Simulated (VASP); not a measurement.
Set up this calculation in VASP 6.6.1, as the native input.

| Item | Value |
| --- | --- |
| Task | single point |
| Functional | PBE |
| Potentials or basis | VASP PAW PBE potentials, release 64 (Si, N) |
| Cutoff | 520 eV |
| k mesh | 6 × 6 × 6 |
| Occupations | fermi-dirac, width 0.02 eV |
| Spin | no spin polarisation |
| Dipole correction | no |
| Further INCAR settings | ALGO = Normal; EDIFF = 1e-06; NBANDS = 45 |

The structure of Si3N4 lies in POSCAR:

```
Si3N4
1.0
   -3.2373500000      3.2373500000      3.3020970000
    3.2373500000     -3.2373500000      3.3020970000
    3.2373500000      3.2373500000     -3.3020970000
Si N
6 8
Direct
    0.2500000000      0.1257179779      0.8757179779
    0.8742820221      0.2500000000      0.1242820221
    0.7500000000      0.3742820221      0.6242820221
    0.6257179779      0.7500000000      0.3757179779
    0.1250000000      0.8750000000      0.2500000000
    0.3750000000      0.6250000000      0.7500000000
    0.5633313500      0.5645068656      0.5628273597
    0.4354931344      0.4983204941     -0.0011755156
    0.5016795059      0.0005039903      0.9371726403
   -0.0005039903      0.4366686500      0.5011755156
    0.9366686500      0.4994960097      0.0011755156
    0.0645068656      0.0633313500      0.0628273597
   -0.0016795059      0.9354931344      0.4988244844
    0.5005039903      0.0016795059      0.4371726403
```

This cell differs from its parent crystal: z stretched by +2 %, then relaxed in part.

One way to write it, as run:

INCAR

```
ALGO = Normal ; EDIFF = 1E-6
ENCUT = 520 ; GGA = PE
ISIF = 2 ; ISMEAR = -1
LASPH = T ; LCHARG = F
LREAL = F ; LWAVE = F
NBANDS = 45 ; NELM = 80
PREC = Accurate ; SIGMA = 0.02
```

KPOINTS

```
k-points
0
Gamma
  6 6 6
```

Potentials or basis: VASP PAW PBE potentials, release 64 (Si, N).

Launch:

```bash
$ cat potpaw_PBE.64/Si/POTCAR potpaw_PBE.64/N/POTCAR > POTCAR
$ mpirun -np 1 vasp_std > vasp.out
```

Results of the run:

```json
{
 "Pressure": "-3.4 GPa",
 "Largest force": "0.020 eV/Å",
 "Band gap on the k mesh": "3.98 eV (least direct gap 4.17 eV)"
}
```

Caveat: the cell differs from its parent crystal (z stretched by +2 %, then relaxed in part); the cell stands under tension.

It took 2.1 min on 1 thread of Intel(R) Xeon(R) Platinum 8488C (Sapphire Rapids) (shared host), peak memory 0.32 GiB.
